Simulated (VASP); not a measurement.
Input of a VASP 6.6.1 run:

INCAR

```
PREC = Accurate ; ENCUT = 520
EDIFF = 1E-6 ; ISMEAR = -1
SIGMA = 0.05 ; LREAL = Auto
LASPH = T ; NELM = 150
ALGO = Normal ; ISIF = 2
LWAVE = F ; LCHARG = F
ISPIN = 2 ; MAGMOM = 0 0 0 0 0 0 0 0 0 0 0 0 0 0 0 0 0 0 0 0 0 0 0 0 0 0 0 0 0 0 0 0 0 0 0 0 0 0 0 0 0 0 0 0 0 0 0 0 0 0 0 0 0 0 0 0 0 0 0 0 0 0 0
LORBIT = 11 ; GGA = CA
NBANDS = 166 ; NELECT = 253.0
```

The input KPOINTS:

```
regular mesh
0
Gamma
  1 1 1
```

Contents of POSCAR:

```
Si62B
1.0
   10.8600000000      0.0000000000      0.0000000000
    0.0000000000     10.8600000000      0.0000000000
    0.0000000000      0.0000000000     10.8600000000
Si B
62 1
Direct
    0.5010691529      0.0053174954      0.0074347145
    0.6309901473      0.1299775322      0.1343182320
    0.7501511971      0.2496553407     -0.0001642726
    0.8744278085      0.3767384899      0.1230769797
    0.7621313076      0.0223649171      0.2755034991
   -0.0013815838     -0.0003301105      0.0017675875
    0.1315071823      0.1255333333      0.1167337017
    0.2552300184      0.2523542357     -0.0082186924
    0.3754452118      0.3769428177      0.1235232965
    0.5012227440      0.4987698895     -0.0038206262
    0.6268313076      0.6226719153      0.1235510129
    0.7515816759      0.7522248619      0.0026003683
    0.8702478821      0.8873901473      0.1352077348
    0.2464978821      0.0026400552      0.2529116943
    0.3755767956      0.1255194291      0.3756630755
    0.5018574586      0.2544841621      0.2542355433
    0.6386313996      0.3608112339      0.3875117864
    0.7489255985      0.4959800184      0.2535161142
    0.8739808471      0.6246064457      0.3747339779
    0.4995949355     -0.0022224678      0.5006826888
    0.6473006446      0.1177326888      0.6068006446
    0.8650212707      0.3435407919      0.5992210866
    0.7493679558     -0.0049255064      0.7545883978
    0.8747113260      0.1237993554      0.8756505525
   -0.0015488029      0.5046011050      0.0006486188
    0.1227998158      0.6301830571      0.1268718232
    0.2510256906      0.7505341621      0.0012605893
    0.3733712707      0.8783793738      0.1273741252
    0.0076156538      0.2517885820      0.2357017495
    0.1249369245      0.3726339779      0.3707788214
    0.2493242173      0.5028245856      0.2486337017
    0.3737244015      0.6311074586      0.3723611418
    0.5037113260      0.7531069982      0.2466463168
    0.6290827808      0.8790527624      0.3766780847
   -0.0211535912      0.0156448435      0.5063791897
    0.1240437385      0.1253351750      0.6273774401
    0.2487023941      0.2481117864      0.4996956722
    0.3775707182      0.3728672192      0.6220841621
    0.4999360037      0.5006931860      0.4981602210
    0.6254516575      0.6223034991      0.6250594843
    0.7499800184      0.7488709945      0.5016278085
    0.8739546041      0.8719858195      0.6300401473
    0.2517534991     -0.0012848987      0.7526343462
    0.3849872007      0.1277197053      0.8677403315
    0.5139338858      0.2448867403      0.7340686924
    0.6268221915      0.3722318600      0.8689922652
    0.7536271639      0.4879195212      0.7372755064
    0.8734239411      0.6219872007      0.8692558011
   -0.0032363720      0.7566479742      0.2530104972
    0.1110125230      0.8899825967      0.3807755064
   -0.0073609576      0.4893833333      0.4958945672
    0.1229250460      0.6168913444      0.6193776243
    0.2416500000      0.7543102210      0.4980490792
    0.3725198895      0.8731160221      0.6254385820
   -0.0039852670      0.2495984346      0.7470857274
    0.1211872928      0.3777168508      0.8735546041
    0.2508408840      0.4973773481      0.7480032228
    0.3737756906      0.6241469613      0.8742137201
    0.4999166667      0.7489441068      0.7513720074
    0.6207600368      0.8758135359      0.8816335175
    0.0044103131      0.7444621547      0.7482635359
    0.1242078269      0.8737151013      0.8764063536
    0.7577781768      0.2220375691      0.5003678637
```

Potentials or basis: VASP PAW LDA potentials, release 64 (Si, B).

Command:

```console
$ cat potpaw_LDA.64/Si/POTCAR potpaw_LDA.64/B/POTCAR > POTCAR
$ mpirun -np 1 vasp_gam > vasp.out
```

**Question.** What does it give for the largest force?

**Answer.** 1.867 eV/Å.

**Question.** What does it give for the net moment?

**Answer.** 0.00 μB per cell.

Forces on the atoms (eV/Å):
```
Si  -0.006 -0.035 -0.037
Si  -0.030 -0.028 -0.068
Si   0.008 -0.026 -0.013
Si  -0.022  0.002 -0.024
Si  -0.009 -0.272 -0.300
Si   0.000 -0.020 -0.025
Si  -0.013 -0.049  0.013
Si  -0.011 -0.024  0.046
Si   0.010 -0.007  0.015
Si  -0.006  0.000  0.017
Si   0.004 -0.048  0.052
Si   0.009 -0.086 -0.030
Si   0.012 -0.121 -0.125
Si   0.021 -0.024 -0.006
Si  -0.001 -0.005 -0.020
Si   0.023 -0.046 -0.004
Si   0.359 -0.515  0.201
Si   0.002 -0.107  0.079
Si  -0.008 -0.018 -0.008
Si   0.002  0.026 -0.010
Si  -0.186  0.147  0.098
Si   0.061  0.182  0.198
Si   0.008  0.072 -0.047
Si   0.006  0.001  0.004
Si   0.019 -0.013 -0.002
Si   0.010 -0.015 -0.013
Si   0.000 -0.016 -0.014
Si  -0.001 -0.014 -0.027
Si   0.061  0.061 -0.011
Si   0.034  0.022  0.033
Si   0.001 -0.005  0.005
Si   0.110 -0.105 -0.014
Si  -0.009 -0.006  0.003
Si  -0.001 -0.023 -0.007
Si   0.225 -0.160 -0.189
Si  -0.017  0.011 -0.048
Si   0.009 -0.015 -0.005
Si  -0.025  0.000  0.005
Si   0.153 -0.180  0.004
Si   0.003 -0.008 -0.001
Si   0.002 -0.027 -0.015
Si  -0.024  0.060 -0.092
Si  -0.011 -0.014 -0.008
Si  -0.051 -0.014  0.039
Si  -0.116  0.025  0.115
Si  -0.003  0.011  0.038
Si  -0.010  0.071  0.092
Si   0.009  0.009  0.003
Si  -0.005 -0.043 -0.022
Si   0.143 -0.148 -0.032
Si   0.020  0.028  0.016
Si   0.008  0.006  0.013
Si   0.098 -0.110  0.020
Si   0.013  0.008 -0.023
Si   0.022  0.009  0.032
Si   0.039 -0.024  0.025
Si   0.006  0.002  0.017
Si   0.010  0.002 -0.005
Si  -0.003  0.003 -0.021
Si   0.043 -0.011 -0.044
Si  -0.006  0.045 -0.022
Si   0.007  0.006 -0.013
B   -0.992  1.573  0.162
```

Caveat: the k points lie up to 0.58 Å⁻¹ apart; the cell carries a net charge on a neutralising background, which shifts energy and pressure; no moment was typed at the start, so none could form.
